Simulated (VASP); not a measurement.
# Al2Cu (I4/mcm) in VASP: a series of runs, part 2 of 3

VASP 6.6.1.

### Step 3. Single point, PBE

This run uses another cell than the first one, of 14.61 Å³/atom.

Input file INCAR:

```
PREC = Accurate
ENCUT = 520
EDIFF = 1E-6
ISMEAR = 0
SIGMA = 0.15
LREAL = False
LASPH = True
NELM = 100
ALGO = Fast
ISIF = 2
LWAVE = False
LCHARG = True
GGA = PE
LELF = True
LVHAR = True
NBANDS = 26
```

Input file KPOINTS:

```
regular mesh
0
Gamma
  10 10 10
```

Input file POSCAR:

```
Al2Cu
1.0
   -3.0261521191      3.0261521191      2.3924500000
    3.0261521191     -3.0261521191      2.3924500000
    3.0261521191      3.0261521191     -2.3924500000
Al Cu
4 2
Direct
    0.1587211657      0.6587211657      0.8174423314
    0.6587211657      0.8412788343      0.5000000000
    0.8412788343      0.3412788343      0.1825576686
    0.3412788343      0.1587211657      0.5000000000
    0.7500000000      0.7500000000      0.0000000000
    0.2500000000      0.2500000000      0.0000000000
```

Potentials or basis: VASP PAW PBE potentials, release 64 (Al, Cu).

On the command line:

```sh
$ cat potpaw_PBE.64/Al/POTCAR potpaw_PBE.64/Cu/POTCAR > POTCAR
$ mpirun -np 1 vasp_std > vasp.out
```

OUTCAR:

```text
PREC = Accurate
   ENCUT = 520
   EDIFF = 1E-6
   ISMEAR = 0
   LREAL = False
   LASPH = True
   NELM = 100
   ISIF = 2
   GGA = PE

 ion  position               nearest neighbor table
   1  0.159  0.659  0.817-   5 2.57   6 2.57   5 2.57   6 2.57   3 2.72   3 2.86   3 2.86   2 3.07
                             4 3.07   4 3.07   2 3.07   4 3.22   2 3.22   2 3.22   4 3.22
   2  0.659  0.841  0.500-   6 2.57   5 2.57   5 2.57   6 2.57   4 2.72   4 2.86   4 2.86   1 3.07
                             3 3.07   1 3.07   3 3.07   1 3.22   3 3.22   1 3.22   3 3.22
   3  0.841  0.341  0.183-   5 2.57   6 2.57   5 2.57   6 2.57   1 2.72   1 2.86   1 2.86   4 3.07
                             2 3.07   2 3.07   4 3.07   2 3.22   4 3.22   4 3.22   2 3.22
[... 914 lines left out ...]
  in kB       13.9119242     13.9119242     42.3179697      0.0000000      0.0000000      0.0000000
  external PRESSURE =      23.3806060 kB  Pullay stress =       0.0000000 kB

 VOLUME and BASIS-vectors are now :
 -----------------------------------------------------------------------------
  energy-cutoff  :      520.00
  volume of cell :       87.64
      direct lattice vectors                 reciprocal lattice vectors
    -3.026152119  3.026152119  2.392450000     0.000000000  0.165226327  0.208990784
     3.026152119 -3.026152119  2.392450000     0.165226327  0.000000000  0.208990784
     3.026152119  3.026152119 -2.392450000     0.165226327  0.165226327  0.000000000

 POSITION                                       TOTAL-FORCE (eV/Angst)
 -----------------------------------------------------------------------------------
      3.98678      0.96063      0.00000        -0.053779     -0.053779      0.000000
      2.06552      0.96063      2.39245         0.053779     -0.053779      0.000000
     -0.96063      2.06552      2.39245         0.053779      0.053779     -0.000000
      0.96063      2.06552      0.00000        -0.053779      0.053779      0.000000
      0.00000      0.00000      3.58868        -0.000000      0.000000      0.000000
      0.00000      0.00000      1.19623        -0.000000      0.000000      0.000000
 -----------------------------------------------------------------------------------
    total drift:                                0.000000     -0.000000      0.000000

  FREE ENERGIE OF THE ION-ELECTRON SYSTEM (eV)
  ---------------------------------------------------
  free  energy   TOTEN  =       -23.3702779042 eV

  energy  without entropy=      -23.3495857922  energy(sigma->0) =      -23.35993185
```

OSZICAR:

```text
N       E                     dE             d eps       ncg     rms          rms(c)
DAV:   1     0.187393184377E+03    0.18739E+03   -0.13763E+04  5304   0.147E+03
DAV:   2    -0.163002635940E+02   -0.20369E+03   -0.19138E+03  5310   0.288E+02
DAV:   3    -0.278032325634E+02   -0.11503E+02   -0.10834E+02  6902   0.886E+01
DAV:   4    -0.281350609986E+02   -0.33183E+00   -0.33024E+00  7882   0.129E+01
DAV:   5    -0.281404358390E+02   -0.53748E-02   -0.53739E-02  7796   0.162E+00    0.216E+01
RMM:   6    -0.335991228268E+02   -0.54587E+01   -0.10223E+02  6449   0.134E+02    0.189E+01
RMM:   7    -0.236918507897E+02    0.99073E+01   -0.30972E+01  5640   0.776E+01    0.316E+00
RMM:   8    -0.234257133404E+02    0.26614E+00   -0.18553E+00  5838   0.187E+01    0.114E+00
RMM:   9    -0.233741824280E+02    0.51531E-01   -0.43068E-01  6016   0.278E+00    0.423E-01
RMM:  10    -0.233751806046E+02   -0.99818E-03   -0.47021E-02  6559   0.240E+00    0.409E-01
RMM:  11    -0.233700383629E+02    0.51422E-02   -0.95384E-03  6759   0.860E-01    0.748E-02
RMM:  12    -0.233703521272E+02   -0.31376E-03   -0.30291E-03  7517   0.356E-01    0.702E-02
RMM:  13    -0.233703066102E+02    0.45517E-04   -0.71008E-04  6991   0.166E-01    0.262E-02
RMM:  14    -0.233702749168E+02    0.31693E-04   -0.14834E-04  6652   0.116E-01    0.153E-02
RMM:  15    -0.233702780291E+02   -0.31124E-05   -0.40479E-05  7393   0.429E-02    0.142E-02
RMM:  16    -0.233702779042E+02    0.12489E-06   -0.73474E-06  5877   0.252E-02
   1 F= -.23370278E+02 E0= -.23359932E+02  d E =-.206921E-01
```

stdout:

```text
POSCAR found type information on POSCAR AlCu
 POSCAR found :  2 types and       6 ions
 scaLAPACK will be used
 LDA part: xc-table for (Slater+PW92), standard interpolation
 POSCAR, INCAR and KPOINTS ok, starting setup
 FFT: planning ... GRIDC
 FFT: planning ... GRID_SOFT
 FFT: planning ... GRID
 WAVECAR not read
 entering main loop
```

It took 6.4 min on 1 thread of Intel Xeon 8259CL, shared host; peak memory 0.34 GiB.

What came out:

| Property | Result |
| --- | --- |
| Free energy | -23.3703 eV |
| Pressure | 2.3 GPa |
| Largest force | 0.076 eV/Å |
| Band gap on the k mesh | zero (bands 17 and 18 overlap by 4.58 eV) |

Forces on the atoms (eV/Å):
```
Al  -0.054 -0.054  0.000
Al   0.054 -0.054  0.000
Al   0.054  0.054  0.000
Al  -0.054  0.054  0.000
Cu   0.000  0.000  0.000
Cu   0.000  0.000  0.000
```

### Step 4. Single point, PBE

This run uses another cell than the first one, of 14.72 Å³/atom.

Input file INCAR:

```
SYSTEM = Al2Cu
PREC     = Accurate       ! precision mode
ENCUT    = 520            ! plane-wave cutoff, eV
EDIFF    = 1E-6           ! SCF threshold, eV
ISMEAR   = 0              ! smearing method
SIGMA    = 0.15           ! smearing width, eV
LREAL    = .False.        ! projectors in reciprocal space
LASPH    = .True.         ! aspherical terms in the spheres
NELM     = 100            ! most SCF steps
ALGO     = Fast           ! electronic algorithm
ISIF     = 2              ! what is computed and relaxed
LWAVE    = .False.        ! write WAVECAR
LCHARG   = .False.        ! write CHGCAR
GGA      = PE             ! functional
NBANDS   = 26             ! bands
```

Input file KPOINTS:

```
regular mesh
0
Gamma
  10 10 10
  0 0 0
```

Changes to POSCAR since step 3:

```diff
@@ -2,5 +2,5 @@
 1.0
-   -3.0261521191      3.0261521191      2.3924500000
-    3.0261521191     -3.0261521191      2.3924500000
-    3.0261521191      3.0261521191     -2.3924500000
+   -2.9353500000      2.9353500000      2.5633500000
+    2.9353500000     -2.9353500000      2.5633500000
+    2.9353500000      2.9353500000     -2.5633500000
 Al Cu
```

On the command line:

```sh
$ cat potpaw_PBE.64/Al/POTCAR potpaw_PBE.64/Cu/POTCAR > POTCAR
$ mpirun -np 1 vasp_std > vasp.out
```

It took 6.2 min on 1 thread of Intel Xeon 8259CL, shared host; peak memory 0.34 GiB.

The run converged. Its results:

- Free energy: -23.2540 eV
- Pressure: 2.2 GPa
- Largest force: 0.239 eV/Å
- Band gap on the k mesh: zero (bands 17 and 18 overlap by 3.61 eV)

Forces in eV/Å, atoms in the order of the input:
```
Al   0.169  0.169  0.000
Al  -0.169  0.169  0.000
Al  -0.169 -0.169  0.000
Al   0.169 -0.169  0.000
Cu   0.000  0.000  0.000
Cu   0.000  0.000  0.000
```

Stress tensor (GPa, compression positive):
```
 4.93  0.00  0.00
 0.00  4.93  0.00
 0.00  0.00 -3.29
```

Levels at points of the mesh, in eV from the Fermi level:
| k point | band 14 | band 15 | band 16 | band 17 | band 18 | band 19 | band 20 | band 21 |
| --- | --- | --- | --- | --- | --- | --- | --- | --- |
| (0.00, 0.00, 0.00) | -1.84 | -1.54 | -1.39 | -1.39 | -1.23 | -0.12 | 0.05 | 1.02 |
| (0.50, 0.00, 0.00) | -3.02 | -2.56 | -2.56 | 0.49 | 0.49 | 3.27 | 3.27 | 4.66 |
| (0.50, 0.50, 0.00) | -3.09 | -1.59 | -1.12 | -0.98 | -0.61 | 1.32 | 1.86 | 4.78 |
| (0.50, 0.50, 0.50) | -3.44 | -3.24 | -2.14 | 2.23 | 2.93 | 2.93 | 3.60 | 3.74 |

### Step 5. Single point, PBE

This run uses another cell than the first one, of 14.75 Å³/atom.

Input file INCAR:

```
ALGO     = Fast           # electronic algorithm
EDIFF    = 1E-7           # SCF threshold, eV
ENCUT    = 520            # plane-wave cutoff, eV
GGA      = PE             # functional
ISIF     = 2              # what is computed and relaxed
ISMEAR   = 0              # smearing method
LASPH    = T              # aspherical terms in the spheres
LCHARG   = F              # write CHGCAR
LREAL    = F              # projectors in reciprocal space
LWAVE    = F              # write WAVECAR
NBANDS   = 26             # bands
NELM     = 80             # most SCF steps
PREC     = Accurate       # precision mode
SIGMA    = 0.15           # smearing width, eV
```

Input file KPOINTS:

```
k-points
0
Gamma
  10 10 10
```

Changes to POSCAR since step 4:

```diff
@@ -2,5 +2,5 @@
 1.0
-   -2.9353500000      2.9353500000      2.5633500000
-    2.9353500000     -2.9353500000      2.5633500000
-    2.9353500000      2.9353500000     -2.5633500000
+   -3.0564000000      3.0564000000      2.3680500000
+    3.0564000000     -3.0564000000      2.3680500000
+    3.0564000000      3.0564000000     -2.3680500000
 Al Cu
```

Potentials or basis: VASP PAW PBE potentials, release 64 (Al, Cu).

On the command line:

```sh
$ cat potpaw_PBE.64/Al/POTCAR potpaw_PBE.64/Cu/POTCAR > POTCAR
$ mpirun -np 1 vasp_std > vasp.out
```

OUTCAR:

```text
EDIFF = 1E-7
   ENCUT = 520
   GGA = PE
   ISIF = 2
   ISMEAR = 0
   LASPH = T
   LREAL = F
   NELM = 80
   PREC = Accurate

 ion  position               nearest neighbor table
   1  0.159  0.659  0.817-   5 2.59   6 2.59   5 2.59   6 2.59   3 2.74   3 2.85   3 2.85   4 3.06
                             2 3.06   2 3.06   4 3.06   4 3.25   2 3.25   2 3.25   4 3.25
   2  0.659  0.841  0.500-   6 2.59   5 2.59   5 2.59   6 2.59   4 2.74   4 2.85   4 2.85   3 3.06
                             1 3.06   1 3.06   3 3.06   1 3.25   3 3.25   1 3.25   3 3.25
   3  0.841  0.341  0.183-   5 2.59   6 2.59   5 2.59   6 2.59   1 2.74   1 2.85   1 2.85   2 3.06
                             4 3.06   4 3.06   2 3.06   2 3.25   4 3.25   4 3.25   2 3.25
   4  0.341  0.159  0.500-   5 2.59   6 2.59   6 2.59   5 2.59   2 2.74   2 2.85   2 2.85   1 3.06
                             1 3.06   3 3.06   3 3.06   1 3.25   3 3.25   3 3.25   1 3.25
   5  0.750  0.750  0.000-   6 2.37   6 2.37   1 2.59   2 2.59   3 2.59   4 2.59   2 2.59   4 2.59
                             1 2.59   3 2.59
   6  0.250  0.250  0.000-   5 2.37   5 2.37   1 2.59   3 2.59   4 2.59   3 2.59   4 2.59   1 2.59
                             2 2.59   2 2.59

  LATTYP: Found a body centered tetragonal cell.
 ALAT       =     6.1128000000
 C/A-ratio  =     0.7747840597

  Lattice vectors:

 A1 = (  -3.0564000000,   3.0564000000,   2.3680500000)
 A2 = (   3.0564000000,  -3.0564000000,   2.3680500000)
 A3 = (   3.0564000000,   3.0564000000,  -2.3680500000)

Analysis of symmetry for initial positions (statically):
=====================================================================
 Subroutine PRICEL returns:
 Original cell was already a primitive cell.

 Routine SETGRP: Setting up the symmetry group for a
 body centered tetragonal supercell.

 Subroutine GETGRP returns: Found 16 space group operations
 (whereof  8 operations were pure point group operations)
 out of a pool of 16 trial point group operations.

The static configuration has the point symmetry C_4h.
 The point group associated with its full space group is D_4h.

Analysis of symmetry for dynamics (positions and initial velocities):
=====================================================================
 Subroutine PRICEL returns:
 Original cell was already a primitive cell.

 Routine SETGRP: Setting up the symmetry group for a
 body centered tetragonal supercell.

 Subroutine GETGRP returns: Found 16 space group operations
 (whereof  8 operations were pure point group operations)
 out of a pool of 16 trial point group operations.

The dynamic configuration has the point symmetry C_4h.
 The point group associated with its full space group is D_4h.

 Subroutine INISYM returns: Found 16 space group operations
 (whereof  8 operations are pure point group operations),
 and found     1 'primitive' translations

----------------------------------------------------------------------------------------

                                     Primitive cell

  volume of cell :      88.4853

  direct lattice vectors                    reciprocal lattice vectors
    -3.056400000  3.056400000  2.368050000     0.000000000  0.163591153  0.211144190
     3.056400000 -3.056400000  2.368050000     0.163591153  0.000000000  0.211144190
     3.056400000  3.056400000 -2.368050000     0.163591153  0.163591153  0.000000000

  length of vectors
     4.928572077  4.928572077  4.928572077     0.267102854  0.267102854  0.231352827
[... 69 lines left out ...]
  0.400000  0.300000  0.000000     16.000000
 [... further k-points ...]
   k-points           NKPTS =    102   k-points in BZ     NKDIM =    102   number of bands    NBANDS=     26
   number of dos      NEDOS =    301   number of ions     NIONS =      6
   total plane-waves  NPLWV =  64000
   dimension x,y,z NGX =    40 NGY =   40 NGZ =   40
   dimension x,y,z NGXF=    80 NGYF=   80 NGZF=   80
   ions per type =               4   2
   NGX,Y,Z   is equivalent  to a cutoff of  13.49, 13.49, 13.49 a.u.
   NGXF,Y,Z  is equivalent  to a cutoff of  26.98, 26.98, 26.98 a.u.
 SYSTEM =  unknown system
   PREC   = accura    normal or accurate (medium, high low for compatibility)
   ISTART =      0    job   : 0-new  1-cont  2-samecut
   ICHARG =      2    charge: 1-file 2-atom 10-const
   ISPIN  =      1    spin polarized calculation?
   LNONCOLLINEAR =      F non collinear calculations
   LSORBIT =      F    spin-orbit coupling
   LASPH  =      T    aspherical Exc in radial PAW
   ENCUT  =  520.0 eV  38.22 Ry    6.18 a.u.   9.16  9.16  9.16*2*pi/ulx,y,z
   NELM   =     80;   NELMIN=  2; NELMDL= -5     # of ELM steps
   EDIFF  = 0.1E-06   stopping-criterion for ELM
   LREAL  =      F    real-space projection
   EDIFFG = 0.1E-05   stopping-criterion for IOM
   NSW    =      0    number of steps for IOM
   IBRION =     -1    ionic relax: 0-MD 1-quasi-New 2-CG
   NFREE  =      0    steps in history (QN), initial steepest desc. (CG)
   ISIF   =      2    stress and relaxation
   ISYM   =      2    0-nonsym 1-usesym 2-fastsym
   POTIM  = 0.5000    time-step for ionic-motion
   TEBEG  =    0.0;   TEEND  =   0.0 temperature during run
   PSTRESS=    0.0 pullay stress
   NELECT =      34.0000    total number of electrons
   NUPDOWN=      -1.0000    fix difference up-down
   EMIN   =  10.00;   EMAX   =-10.00  energy-range for DOS
   EFERMI =   0.00;   METHOD = LEGACY
   ISMEAR =     0;   SIGMA  =   0.15  broadening in eV -4-tet -1-fermi 0-gaus
   EFERMI_NEDOS =   21; number of points for ismear=-14 and -15
   IALGO  =     68    algorithm
   IMIX   =      4    mixing-type and parameters
     AMIX     =   0.40;   BMIX     =  1.00
     AMIX_MAG =   1.60;   BMIX_MAG =  1.00
  volume/ion in A,a.u.               =      14.75        99.52
  Fermi-wavevector in a.u.,A,eV,Ry     =   1.190175  2.249104 19.272869  1.416516
  Thomas-Fermi vector in A             =   2.326265
   LORBIT       =      0    0 simple, 1 ext, 2 COOP (PROOUT), +10 PAW based schemes
   GGA     = PE    functional components
   LHFCALC =     F    Hartree Fock is set to
   AEXX    =    0.0000 exact exchange contribution
   IVDW    =     0    specifies the selected vdW correction
   LEPSILON=     F    determine dielectric tensor
   LRPA    =     F    only Hartree local field effects (RPA)
 non-spin polarized calculation
 RMM-DIIS sequential band-by-band and
 Gauss-broadening in eV      SIGMA  =   0.15
  energy-cutoff  :      520.00
  volume of cell :       88.49
 maximum number of plane-waves:      2413
 NGX is ok and might be reduce to    40
   NGX = 19   NGY = 19   NGZ = 19

 number of electron      34.0000013 magnetization

 Free energy of the ion-electron system (eV)
  ---------------------------------------------------
  ext. energy  EPLUGINS =         0.00000000
  ---------------------------------------------------
  free energy    TOTEN  =       -23.34829242 eV

  energy without entropy =      -23.32766868  energy(sigma->0) =      -23.33798055

 E-fermi :   8.1580     XC(G=0): -10.9000

 val. band max:        8.1544021718   @ k =   0.2000   0.0000  -0.0000
 cond. band min:       8.1712784469   @ k =  -0.4000   0.4000   0.2000
 fundamental gap:      0.0168762751
 Fermi energy:         8.1580390684

 k-point     1 :       0.0000    0.0000    0.0000
  band No.  band energies     occupation
      1      -2.7310      2.00000
      2       2.6753      2.00000
      3       2.8572      2.00000
      4       2.9503      2.00000
      5       2.9503      2.00000
      6       3.8442      2.00000
[... 685 lines left out ...]
     25      14.7573      0.00000
     26      15.0294      0.00000

 [... further k-points ...]

------------------------ aborting loop because EDIFF is reached ----------------------------------------

  FORCE on cell =-STRESS in cart. coord.  units (eV):
  Direction    XX          YY          ZZ          XY          YZ          ZX
  --------------------------------------------------------------------------------------
  -------------------------------------------------------------------------------------
  Total       -0.2937099     -0.2937099      2.9481190      0.0000000     -0.0000000      0.0000000
  in kB       -5.3181179     -5.3181179     53.3807098      0.0000000     -0.0000000      0.0000000
  external PRESSURE =      14.2481580 kB  Pullay stress =       0.0000000 kB

 VOLUME and BASIS-vectors are now :
 -----------------------------------------------------------------------------
  energy-cutoff  :      520.00
  volume of cell :       88.49
      direct lattice vectors                 reciprocal lattice vectors
    -3.056400000  3.056400000  2.368050000     0.000000000  0.163591153  0.211144190
     3.056400000 -3.056400000  2.368050000     0.163591153  0.000000000  0.211144190
     3.056400000  3.056400000 -2.368050000     0.163591153  0.163591153  0.000000000

 POSITION                                       TOTAL-FORCE (eV/Angst)
 -----------------------------------------------------------------------------------
      4.02663      0.97023      0.00000        -0.087607     -0.087607      0.000000
      2.08617      0.97023      2.36805         0.087607     -0.087607     -0.000000
     -0.97023      2.08617      2.36805         0.087607      0.087607     -0.000000
      0.97023      2.08617      0.00000        -0.087607      0.087607     -0.000000
      0.00000      0.00000      3.55208        -0.000000      0.000000     -0.000000
      0.00000      0.00000      1.18403         0.000000      0.000000     -0.000000
 -----------------------------------------------------------------------------------
    total drift:                               -0.000000     -0.000000      0.000000

  FREE ENERGIE OF THE ION-ELECTRON SYSTEM (eV)
  ---------------------------------------------------
  free  energy   TOTEN  =       -23.3482924223 eV

  energy  without entropy=      -23.3276686842  energy(sigma->0) =      -23.33798055
```

It took 9.9 min on 1 thread of Intel Xeon 8259CL, shared host; peak memory 0.37 GiB.

Results:

```yaml
Free_energy: -23.3483 eV
Pressure: 1.4 GPa
Largest_force: 0.124 eV/Å
Band_gap_on_the_k_mesh: zero (bands 17 and 18 overlap by 4.71 eV)
```

Forces on the atoms (eV/Å):
```
Al  -0.088 -0.088  0.000
Al   0.088 -0.088  0.000
Al   0.088  0.088  0.000
Al  -0.088  0.088  0.000
Cu   0.000  0.000  0.000
Cu   0.000  0.000  0.000
```

Stress tensor (GPa, compression positive):
```
-0.53  0.00  0.00
 0.00 -0.53  0.00
 0.00  0.00  5.34
```

(Continued in part 3 of 3.)
